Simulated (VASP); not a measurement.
A run of VASP 6.6.1 is set up as follows.

Contents of INCAR:

```
ALGO = Normal ; EDIFF = 1E-6
ENCUT = 520 ; GGA = PE
ISIF = 2 ; ISMEAR = 0
LASPH = T ; LCHARG = F
LREAL = F ; LWAVE = F
NBANDS = 8 ; NELM = 80
PREC = Accurate ; SIGMA = 0.1
```

File KPOINTS:

```
k-points
0
Gamma
  6 6 6
```

Contents of POSCAR:

```
As
1.0
    1.8936971106     -1.9015996149      0.0000000000
    1.8936971106      1.9015996149      0.0000000000
    0.0000000000      0.0000000000      2.8556025469
As
1
Direct
    0.0000000000      0.0000000000      0.0000000000
```

Potentials or basis: VASP PAW PBE potentials, release 64 (As).

Launch:

```console
$ cat potpaw_PBE.64/As/POTCAR > POTCAR
$ mpirun -np 1 vasp_std > vasp.out
```

**Question.** Predict the pressure.

**Answer.** 0.3 GPa.

Stress tensor (GPa, compression positive):
```
0.37 0.00 0.00
0.00 0.24 0.00
0.00 0.00 0.37
```

Caveat: the k points lie up to 0.39 Å⁻¹ apart.
